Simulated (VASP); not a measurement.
A run of VASP 6.6.1 is set up as follows.

Contents of INCAR:

```
SYSTEM = Rh
PREC = Accurate
ENCUT = 520
EDIFF = 1E-6
ISMEAR = 0
SIGMA = 0.15
LREAL = .FALSE.
LASPH = .TRUE.
NELM = 80
ALGO = Fast
ISIF = 2
LWAVE = .FALSE.
LCHARG = .FALSE.
GGA = PE
NBANDS = 22
```

Contents of KPOINTS:

```
Automatic mesh
0
G
  18 18 10
  0 0 0
```

Contents of POSCAR:

```
Rh
1.0
    2.6976000000      0.0000000000      0.0000000000
   -1.3488000000      2.3361901292      0.0000000000
    0.0000000000      0.0000000000      4.3150000000
Rh
2
Direct
    0.6666666667      0.3333333333      0.7500000000
    0.3333333333      0.6666666667      0.2500000000
```

Potentials or basis: VASP PAW PBE potentials, release 64 (Rh_pv).

Launch:

```console
$ cat potpaw_PBE.64/Rh_pv/POTCAR > POTCAR
$ mpirun -np 1 vasp_std > vasp.out
```

Question: Predict the pressure.

Answer: 10.3 GPa.

Question: Predict the band gap on the k mesh.

Answer: Zero (band 15 reaches 12.88 eV, above the bottom of band 16 at 10.41 eV).

Stress tensor (GPa, compression positive):
```
 9.52  0.00  0.00
 0.00  9.52  0.00
 0.00  0.00 11.89
```
